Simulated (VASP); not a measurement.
Wanted: the native input for a VASP 6.6.1 run.

* Task: relaxation of cell and atoms
* Functional: PBE
* Potentials or basis: VASP PAW PBE potentials, release 64 (Zn, F)
* Cutoff: 600 eV
* k mesh: 6 × 6 × 2
* Occupations: gaussian, width 0.1 eV
* Spin: no spin polarisation
* Dipole correction: no
* Further INCAR settings: ALGO = Normal; EDIFF = 1e-07; IBRION = 2; EDIFFG = -0.04; NSW = 90; ISIF = 3

The structure of Zn3F lies in POSCAR:

```
Zn3F
1.0
    2.7859536900      0.0000000000      0.0000000000
   -1.3929768500      2.4127066700      0.0000000000
    0.0000000000      0.0000000000      8.3941974500
Zn F
3 1
Direct
    0.0000000000      0.0000000000      0.0000000000
    0.6666666700      0.3333333300      0.7329089000
    0.6666666700      0.3333333300      0.2670911000
    0.0000000000      0.0000000000      0.5000000000
```

The cell was built from a structure type or drawn by symmetry, and may not be a known phase.

These files were run (other wordings do the same):

INCAR

```
PREC     = Accurate       # precision mode
ENCUT    = 600            # plane-wave cutoff, eV
EDIFF    = 1E-7           # SCF threshold, eV
ISMEAR   = 0              # smearing method
SIGMA    = 0.1            # smearing width, eV
LREAL    = F              # projectors in reciprocal space
LASPH    = T              # aspherical terms in the spheres
NELM     = 100            # most SCF steps
ALGO     = Normal         # electronic algorithm
ISIF     = 3              # what is computed and relaxed
LWAVE    = F              # write WAVECAR
LCHARG   = F              # write CHGCAR
GGA      = PE             # functional
IBRION   = 2              # ionic algorithm
NSW      = 90             # ionic steps
EDIFFG   = -0.04          # ionic threshold
```

KPOINTS

```
Automatic mesh
0
Gamma
  6 6 2
```

Potentials or basis: VASP PAW PBE potentials, release 64 (Zn, F).

The run is started by

```sh
$ cat potpaw_PBE.64/Zn/POTCAR potpaw_PBE.64/F/POTCAR > POTCAR
$ mpirun -np 1 vasp_std > vasp.out
```

It gave:

| Item | Value |
| --- | --- |
| Relaxed volume | 14.09 Å³/atom |
| Relaxed cell | a = 2.708 Å, b = 2.708 Å, c = 8.877 Å, α = 90.00°, β = 90.00°, γ = 120.00° |
| Space group after relaxing (to 0.1 Å) | P-6m2 (No. 187) |
| Energy gained by relaxing | 86.5 meV/atom |
| Ionic steps | 10 |
| Pressure after relaxing | 0.1 GPa |
| Largest force after relaxing | 0.021 eV/Å |
| Band gap on the k mesh | zero (an odd number of electrons rules out a gap without spin polarisation) |

Caveat: the k points lie up to 0.45 Å⁻¹ apart in the final cell, too coarse for converged energies and pressures of a metal; an odd number of electrons without spin polarisation forces a metal; a magnetic or distorted state may lie lower.

It took 2.4 min on 1 thread of AMD EPYC 9R45 (Zen 5), on a shared host, peak memory 0.17 GiB.
